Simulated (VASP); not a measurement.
# TiAl30 (a cell with a defect) in VASP: single point with PBE+D3(BJ)

Aim: the single point of TiAl30 (a cell with a defect) with PBE+D3(BJ).

Program: VASP 6.6.1. These are calculated values, not measurements. Logs are shortened: lines on timing, memory, paths and dates and some standing lists are left out, and cuts for length are marked.

## 1. The cell of the first run

The cell holds a defect, 31 atoms: a = 8.100 Å, b = 8.100 Å, c = 8.100 Å, α = 90.00°, β = 90.00°, γ = 90.00°.

## 2. Single point, PBE+D3(BJ)

File INCAR:

```
  ALGO = Normal
  EDIFF = 1E-7
  ENCUT = 520
  GGA = PE
  ISIF = 2
  ISMEAR = -1
  IVDW = 12
  LASPH = T
  LCHARG = F
  LREAL = Auto
  LWAVE = F
  NBANDS = 72
  NELM = 100
  PREC = Accurate
  SIGMA = 0.15
```

File KPOINTS:

```
k-points
0
Gamma
  3 3 3
```

File POSCAR:

```
TiAl30
1.0
    8.1000000000      0.0000000000      0.0000000000
    0.0000000000      8.1000000000      0.0000000000
    0.0000000000      0.0000000000      8.1000000000
Al Ti
30 1
Direct
    0.5008785185     -0.0071175309      0.0029934568
    0.7508656790      0.2503748148     -0.0003232099
    0.7468759259     -0.0075430864      0.2490993827
   -0.0012533333      0.0014800000     -0.0014322222
    0.2486795062      0.2504251852     -0.0072270370
    0.5009014815      0.5078718519      0.0030167901
    0.7497040741      0.7503803704      0.0001460494
    0.2481565432      0.0207839506      0.2445577778
    0.5072279012      0.2503803704      0.2430055556
    0.7469004938      0.5082997531      0.2491208642
    0.5059445679      0.0211830864      0.5023023457
    0.7578016049      0.2503577778      0.5012564198
    0.7517502469      0.0020043210      0.7516313580
   -0.0012170370      0.4993061728     -0.0013950617
    0.2553092593      0.7503845679      0.0169335802
   -0.0082393827      0.2504156790      0.2530441975
    0.2482274074      0.4800617284      0.2446327160
    0.0065519753     -0.0105804938      0.5001032099
    0.2423593827      0.2503780247      0.5078683951
    0.5059755556      0.4795319753      0.5023329630
    0.7334518519      0.7503677778      0.4951846914
    0.2499798765     -0.0109716049      0.7433439506
    0.4969106173      0.2503593827      0.7587980247
    0.7517653086      0.4987391358      0.7516472840
    0.0085406173      0.7503918519      0.2531862963
    0.0065625926      0.5113379012      0.5001312346
    0.0007761728      0.2503809877      0.7497241975
    0.2499993827      0.5117414815      0.7433655556
    0.4973980247      0.7503729630      0.7422064198
   -0.0018822222      0.7503787654      0.7516776543
    0.3278549383      0.7504674074      0.4235256790
```

Potentials or basis: VASP PAW PBE potentials, release 64 (Al, Ti_sv).

Run with:

```console
> cat potpaw_PBE.64/Al/POTCAR potpaw_PBE.64/Ti_sv/POTCAR > POTCAR
> mpirun -np 1 vasp_std > vasp.out
```

OUTCAR:

```text
EDIFF = 1E-7
   ENCUT = 520
   GGA = PE
   ISIF = 2
   ISMEAR = -1
   IVDW = 12
   LASPH = T
   LREAL = Auto
   NELM = 100
   PREC = Accurate
 IVDW          = 12

 ion  position               nearest neighbor table
   1  0.501  0.993  0.003-  15 2.80   7 2.81   3 2.82   8 2.84   9 2.85  23 2.87  13 2.88  29 2.88
                             2 2.91   5 2.92  22 2.92
   2  0.751  0.250  1.000-   9 2.79  16 2.83  23 2.84  24 2.84  13 2.84   4 2.85  14 2.85  27 2.86
                             3 2.91  10 2.91   6 2.91   1 2.91
   3  0.747  0.992  0.249-  21 2.80   7 2.81   1 2.82  11 2.84   9 2.85   4 2.88  16 2.88  25 2.89
                             2 2.91  12 2.92  18 2.93
   4  0.999  0.001  0.999-  13 2.83   8 2.84   2 2.85  27 2.85  30 2.85   5 2.86   7 2.86   3 2.88
                            16 2.88  25 2.90  22 2.90  15 2.91
   5  0.249  0.250  0.993-   8 2.76  17 2.76  23 2.76  27 2.81  14 2.86   4 2.86   9 2.91   6 2.92
                             1 2.92  28 2.93  22 2.93  16 2.96
   6  0.501  0.508  0.003-  15 2.80   7 2.81  10 2.82  17 2.84   9 2.85  23 2.87  24 2.88  29 2.88
                             2 2.91   5 2.92  28 2.92
   7  0.750  0.750  0.000-   3 2.81  10 2.81   6 2.81   1 2.81  30 2.85   4 2.86  13 2.86  24 2.86
                            14 2.86  29 2.92  25 2.93
   8  0.248  0.021  0.245-  31 2.70   5 2.76  16 2.79   9 2.80  19 2.83   1 2.84   4 2.84  18 2.86
                            15 2.86  25 2.93  11 2.95
   9  0.507  0.250  0.243-   2 2.79  20 2.80  11 2.80   8 2.80  17 2.80   6 2.85   1 2.85   3 2.85
[... 28 lines left out ...]
                            19 2.90  22 2.91  28 2.92  12 2.97
  24  0.752  0.499  0.752-  14 2.83  20 2.84   2 2.84  27 2.85  30 2.85  12 2.86   7 2.86   6 2.88
                            23 2.88  29 2.90  26 2.90  21 2.91
  25  0.009  0.750  0.253-  15 2.77  18 2.78  26 2.78   3 2.89  10 2.89  14 2.90   4 2.90  17 2.93
                             8 2.93  31 2.93   7 2.93  21 2.97
  26  0.007  0.511  0.500-  25 2.78  28 2.79  30 2.81  19 2.85  17 2.86  24 2.90  16 2.91  12 2.92
                            27 2.93  10 2.93  21 2.94
  27  0.001  0.250  0.750-  19 2.77   5 2.81  12 2.81  24 2.85  13 2.85   4 2.85  14 2.85   2 2.86
                            26 2.93  18 2.93  22 2.93  28 2.93
  28  0.250  0.512  0.743-  29 2.78  26 2.79  30 2.81  19 2.85  20 2.86  14 2.90  23 2.92   6 2.92
                            27 2.93   5 2.93  15 2.94
  29  0.497  0.750  0.742-  21 2.77  28 2.78  22 2.78   1 2.88   6 2.88  13 2.90  24 2.90   7 2.92
                            31 2.92  11 2.93  20 2.93  15 2.97
  30  0.998  0.750  0.752-  22 2.81  28 2.81  26 2.81  18 2.81   7 2.85   4 2.85  14 2.85  24 2.85
                            13 2.85  21 2.99  15 2.99
  31  0.328  0.750  0.424-  11 2.70  20 2.70   8 2.70  17 2.70  29 2.92  25 2.93

  LATTYP: Found a simple cubic cell.
 ALAT       =     8.1000000000

  Lattice vectors:

 A1 = (   8.1000000000,   0.0000000000,   0.0000000000)
 A2 = (   0.0000000000,   8.1000000000,   0.0000000000)
 A3 = (   0.0000000000,   0.0000000000,   8.1000000000)

Analysis of symmetry for initial positions (statically):
=====================================================================
 Subroutine PRICEL returns:
 Original cell was already a primitive cell.

 Routine SETGRP: Setting up the symmetry group for a
 simple cubic supercell.

 Subroutine GETGRP returns: Found  1 space group operations
 (whereof  1 operations were pure point group operations)
 out of a pool of 48 trial point group operations.

The static configuration has the point symmetry C_1 .

Analysis of symmetry for dynamics (positions and initial velocities):
=====================================================================
 Subroutine PRICEL returns:
 Original cell was already a primitive cell.

 Routine SETGRP: Setting up the symmetry group for a
 simple cubic supercell.

 Subroutine GETGRP returns: Found  1 space group operations
 (whereof  1 operations were pure point group operations)
 out of a pool of 48 trial point group operations.

The dynamic configuration has the point symmetry C_1 .

 Subroutine INISYM returns: Found  1 space group operations
 (whereof  1 operations are pure point group operations),
 and found     1 'primitive' translations

----------------------------------------------------------------------------------------

                                     Primitive cell

  volume of cell :     531.4410

  direct lattice vectors                    reciprocal lattice vectors
     8.100000000  0.000000000  0.000000000     0.123456790  0.000000000  0.000000000
     0.000000000  8.100000000  0.000000000     0.000000000  0.123456790  0.000000000
     0.000000000  0.000000000  8.100000000     0.000000000  0.000000000  0.123456790

  length of vectors
     8.100000000  8.100000000  8.100000000     0.123456790  0.123456790  0.123456790

  position of ions in fractional coordinates (direct lattice)
     0.500878519  0.992882469  0.002993457
     0.750865679  0.250374815  0.999676790
     0.746875926  0.992456914  0.249099383
     0.998746667  0.001480000  0.998567778
     0.248679506  0.250425185  0.992772963
     0.500901482  0.507871852  0.003016790
[... 23 lines left out ...]
     0.998117778  0.750378765  0.751677654
     0.327854938  0.750467407  0.423525679

  ion indices of the primitive-cell ions
   primitive index   ion index
                 1           1
                 2           2
                 3           3
                 4           4
                 5           5
                 6           6
[... 23 lines left out ...]
                30          30
                31          31

----------------------------------------------------------------------------------------

 KPOINTS: k-points

Automatic generation of k-mesh.
 Grid dimensions read from file:
 generate k-points for:    3    3    3

 Generating k-lattice:

  Cartesian coordinates                     Fractional coordinates (reciprocal lattice)
     0.041152263  0.000000000  0.000000000     0.333333333  0.000000000  0.000000000
     0.000000000  0.041152263  0.000000000     0.000000000  0.333333333  0.000000000
     0.000000000  0.000000000  0.041152263     0.000000000  0.000000000  0.333333333

  Length of vectors
     0.041152263  0.041152263  0.041152263

  Shift w.r.t. Gamma in fractional coordinates (k-lattice)
     0.000000000  0.000000000  0.000000000

 Subroutine IBZKPT returns following result:
 ===========================================

 Found     14 irreducible k-points:

 Following reciprocal coordinates:
            Coordinates               Weight
  0.000000  0.000000  0.000000      1.000000
  0.333333  0.000000  0.000000      2.000000
  0.000000  0.333333  0.000000      2.000000
  0.000000  0.000000  0.333333      2.000000
  0.333333  0.333333  0.000000      2.000000
  0.000000  0.333333  0.333333      2.000000
  0.333333  0.000000  0.333333      2.000000
 -0.333333  0.333333  0.000000      2.000000
 -0.333333  0.000000  0.333333      2.000000
  0.000000 -0.333333  0.333333      2.000000
  0.333333  0.333333  0.333333      2.000000
 -0.333333  0.333333  0.333333      2.000000
 -0.333333 -0.333333  0.333333      2.000000
  0.333333 -0.333333  0.333333      2.000000
   k-points           NKPTS =     14   k-points in BZ     NKDIM =     14   number of bands    NBANDS=     72
   number of dos      NEDOS =    301   number of ions     NIONS =     31
   total plane-waves  NPLWV = 216000
   dimension x,y,z NGX =    60 NGY =   60 NGZ =   60
   dimension x,y,z NGXF=   120 NGYF=  120 NGZF=  120
   ions per type =              30   1
   NGX,Y,Z   is equivalent  to a cutoff of  12.31, 12.31, 12.31 a.u.
   NGXF,Y,Z  is equivalent  to a cutoff of  24.63, 24.63, 24.63 a.u.
 SYSTEM =  unknown system
   PREC   = accura    normal or accurate (medium, high low for compatibility)
   ISTART =      0    job   : 0-new  1-cont  2-samecut
   ICHARG =      2    charge: 1-file 2-atom 10-const
   ISPIN  =      1    spin polarized calculation?
   LNONCOLLINEAR =      F non collinear calculations
   LSORBIT =      F    spin-orbit coupling
   LASPH  =      T    aspherical Exc in radial PAW
   ENCUT  =  520.0 eV  38.22 Ry    6.18 a.u.  15.06 15.06 15.06*2*pi/ulx,y,z
   NELM   =    100;   NELMIN=  2; NELMDL= -5     # of ELM steps
   EDIFF  = 0.1E-06   stopping-criterion for ELM
   LREAL  =      T    real-space projection
   EDIFFG = 0.1E-05   stopping-criterion for IOM
   NSW    =      0    number of steps for IOM
   IBRION =     -1    ionic relax: 0-MD 1-quasi-New 2-CG
   NFREE  =      0    steps in history (QN), initial steepest desc. (CG)
   ISIF   =      2    stress and relaxation
   ISYM   =      2    0-nonsym 1-usesym 2-fastsym
   POTIM  = 0.5000    time-step for ionic-motion
   TEBEG  =    0.0;   TEEND  =   0.0 temperature during run
   PSTRESS=    0.0 pullay stress
   NELECT =     102.0000    total number of electrons
   NUPDOWN=      -1.0000    fix difference up-down
   EMIN   =  10.00;   EMAX   =-10.00  energy-range for DOS
   EFERMI =   0.00;   METHOD = LEGACY
   ISMEAR =    -1;   SIGMA  =   0.15  broadening in eV -4-tet -1-fermi 0-gaus
   EFERMI_NEDOS =   21; number of points for ismear=-14 and -15
   IALGO  =     38    algorithm
   IMIX   =      4    mixing-type and parameters
     AMIX     =   0.40;   BMIX     =  1.00
     AMIX_MAG =   1.60;   BMIX_MAG =  1.00
  volume/ion in A,a.u.               =      17.14       115.69
  Fermi-wavevector in a.u.,A,eV,Ry     =   0.944329  1.784523 12.133087  0.891757
  Thomas-Fermi vector in A             =   2.072123
   LORBIT       =      0    0 simple, 1 ext, 2 COOP (PROOUT), +10 PAW based schemes
   GGA     = PE    functional components
   LHFCALC =     F    Hartree Fock is set to
   AEXX    =    0.0000 exact exchange contribution
   IVDW    =    12    specifies the selected vdW correction
   LEPSILON=     F    determine dielectric tensor
   LRPA    =     F    only Hartree local field effects (RPA)
 non-spin polarized calculation
  energy-cutoff  :      520.00
  volume of cell :      531.44
 maximum number of plane-waves:     14358
   NGX = 31   NGY = 31   NGZ = 31

 number of electron     102.0000002 magnetization

 Free energy of the ion-electron system (eV)
  ---------------------------------------------------
  ext. energy  EPLUGINS =         0.00000000
  ---------------------------------------------------
  free energy    TOTEN  =      -120.20260658 eV

  energy without entropy =     -119.21995079  energy(sigma->0) =     -119.71127869

 E-fermi :   7.5294     XC(G=0): -10.0839

 val. band max:        7.5139102486   @ k =   0.0000   0.3333   0.0000
 cond. band min:       7.5781817268   @ k =   0.3333   0.3333   0.3333
 fundamental gap:      0.0642714782
 Fermi energy:         7.5293556578

 k-point     1 :       0.0000    0.0000    0.0000
  band No.  band energies     occupation
      1     -49.6257      2.00000
      2     -26.0176      2.00000
      3     -25.8556      2.00000
      4     -25.8101      2.00000
      5      -3.2679      2.00000
      6      -1.1910      2.00000
[... 913 lines left out ...]
     62       9.2214      0.00003
     63       9.2767      0.00002
 [bands above 63 left out]

------------------------ aborting loop because EDIFF is reached ----------------------------------------

 Edisp (eV)  -10.26912

 E8    (eV) :    -4.6046

  FORCE on cell =-STRESS in cart. coord.  units (eV):
  Direction    XX          YY          ZZ          XY          YZ          ZX
  --------------------------------------------------------------------------------------
  -------------------------------------------------------------------------------------
  Total     -16.11480   -11.15644   -16.06221     0.00282     0.00235    -1.44295
  in kB     -48.58257   -33.63422   -48.42403     0.00850     0.00707    -4.35016
  external pressure =      -43.55 kB  Pullay stress =        0.00 kB

 VOLUME and BASIS-vectors are now :
 -----------------------------------------------------------------------------
  energy-cutoff  :      520.00
  volume of cell :      531.44
      direct lattice vectors                 reciprocal lattice vectors
     8.100000000  0.000000000  0.000000000     0.123456790  0.000000000  0.000000000
     0.000000000  8.100000000  0.000000000     0.000000000  0.123456790  0.000000000
     0.000000000  0.000000000  8.100000000     0.000000000  0.000000000  0.123456790

 POSITION                                       TOTAL-FORCE (eV/Angst)
 -----------------------------------------------------------------------------------
      4.05712      8.04235      0.02425         0.021401      0.031592     -0.043224
      6.08201      2.02804      8.09738         0.035263      0.002986     -0.034606
      6.04969      8.03890      2.01770         0.049033      0.034506     -0.019869
      8.08985      0.01199      8.08840         0.018992     -0.001847     -0.024116
      2.01430      2.02844      8.04146        -0.013330     -0.001413      0.001275
      4.05730      4.11376      0.02444         0.022859     -0.031686     -0.044510
[... 23 lines left out ...]
      8.08475      6.07807      6.08859         0.027254      0.000498     -0.023008
      2.65563      6.07879      3.43056        -0.661243     -0.000879      0.650778
 -----------------------------------------------------------------------------------
    total drift:                               -0.003452      0.011360      0.001097

  FREE ENERGIE OF THE ION-ELECTRON SYSTEM (eV)
  ---------------------------------------------------
  free  energy   TOTEN  =      -130.4717228498 eV

  energy  without entropy=     -129.4890670506  energy(sigma->0) =     -129.98039495
```

Wall time 8.4 min (1 thread of Intel Xeon Platinum 8488C (Sapphire Rapids), shared host); peak memory 0.66 GiB.

What came out:

| Property | Result |
| --- | --- |
| Free energy | -130.4717 eV |
| Pressure | -4.4 GPa |
| Largest force | 0.928 eV/Å |
| Band gap on the k mesh | zero (bands 51 and 52 overlap by 0.22 eV) |
| Dispersion energy per atom | -0.331 eV |

Forces in eV/Å, atoms in the order of the input:
```
Al   0.021  0.032 -0.043
Al   0.035  0.003 -0.035
Al   0.049  0.035 -0.020
Al   0.019 -0.002 -0.024
Al  -0.013 -0.001  0.001
Al   0.023 -0.032 -0.045
Al  -0.014  0.002  0.017
Al   0.069 -0.041 -0.025
Al   0.009 -0.002 -0.010
Al   0.048 -0.034 -0.022
Al   0.026 -0.044 -0.068
Al  -0.003 -0.001  0.016
Al   0.024 -0.004 -0.019
Al   0.017  0.000 -0.027
Al   0.025  0.000  0.030
Al   0.026  0.000  0.005
Al   0.066  0.039 -0.026
Al   0.046 -0.019 -0.030
Al   0.023 -0.003 -0.023
Al   0.024  0.048 -0.068
Al  -0.034  0.000 -0.029
Al   0.032 -0.017 -0.040
Al  -0.004  0.001 -0.028
Al   0.024  0.003 -0.019
Al  -0.049  0.000 -0.043
Al   0.043  0.019 -0.031
Al   0.030  0.003 -0.028
Al   0.031  0.014 -0.042
Al   0.042  0.000  0.046
Al   0.027  0.000 -0.023
Ti  -0.661 -0.001  0.651
```

Levels at points of the mesh, in eV from the Fermi level:
| k point | band 49 | band 50 | band 51 | band 52 | band 53 | band 54 |
| --- | --- | --- | --- | --- | --- | --- |
| (0.00, 0.00, 0.00) | -0.24 | 0.18 | 0.20 | 0.22 | 0.24 | 0.35 |

The gap in the log of VASP goes by the Fermi energy; the results here count the filled bands.